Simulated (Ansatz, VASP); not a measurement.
**Pd, level by level in two programs**

```
Pd
1.0
     0.00000    1.95939    1.95939
     1.95939    0.00000    1.95939
     1.95939    1.95939    0.00000
Pd
1
Direct
  0.00000 0.00000 0.00000
```

Single points on this cell with VASP 6.6.1 and Ansatz 0.2.0. Each row is one pair of runs. Alike in all rows: spin: off; smearing: fermi-dirac, width 0.05 eV.

| level | k mesh | VASP's potentials, cutoff | Ansatz's potentials, cutoff | gap on the k mesh at the Fermi level (eV), VASP | gap on the k mesh at the Fermi level (eV), Ansatz |
| --- | --- | --- | --- | --- | --- |
| r2SCAN+D4 | 12 × 12 × 12 | VASP PAW PBE potentials, release 64 (Pd_sv_GW), 690 eV | Ansatz PAW, 500 eV | none | none |
| PBEsol-based screened hybrid | 6 × 6 × 6 | VASP PAW PBE potentials, release 64 (Pd_sv_GW), 470 eV | Ansatz PAW, 420 eV | none | none |
| HF | 6 × 6 × 6 | VASP PAW PBE potentials, release 64 (Pd_sv_GW), 470 eV | Ansatz PAW, 420 eV | none | none |

A gap of «none» marks a metal or a gap that the smearing closes.

The k mesh is coarse in some rows, so the values compare programs but aren't converged. Noted on Ansatz's runs: Pulay correction over one GPa.
